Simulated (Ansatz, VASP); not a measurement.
One calculation of Sb, two programs

```
CELL_PARAMETERS angstrom
2.16160 1.24800 3.68020
-2.16160 1.24800 3.68020
0.00000 -2.49600 3.68020
ATOMIC_POSITIONS crystal
Sb 0.23620 0.23620 0.23620
Sb 0.76380 0.76380 0.76380
```

Alike in both runs: functional PBE; dispersion D3(BJ); k mesh 12 × 12 × 12; occupations gaussian, width 0.1 eV; no spin polarisation.

Ansatz relaxed the structure, and its values are those at the end. VASP's run is a single point on that final structure, the one shown.

|  | VASP | Ansatz |
| --- | --- | --- |
| version | VASP 6.6.1 | Ansatz 0.2.0 |
| potentials or method | VASP PAW PBE potentials, release 64 (Sb), cutoff 520 eV | scalar-relativistic, plane waves, PAW |
| valence electrons in the cell | 10 | 30 |

|  | VASP | Ansatz | Ansatz less VASP |
| --- | --- | --- | --- |
| gap on the k mesh at the Fermi level (eV) | none | none | - |
| pressure (GPa) | 0.0 | 0.0 | -0.06 |
| rms of the force components (eV/Å) | 0.021 | 0.001 | -0.0206 |

A gap of «none» marks a metal or a gap that the smearing closes. VASP's potentials hold 10 valence electrons a cell and Ansatz's 30, so a difference there can come from the potentials and not from the codes.

Spin-orbit coupling is off throughout.
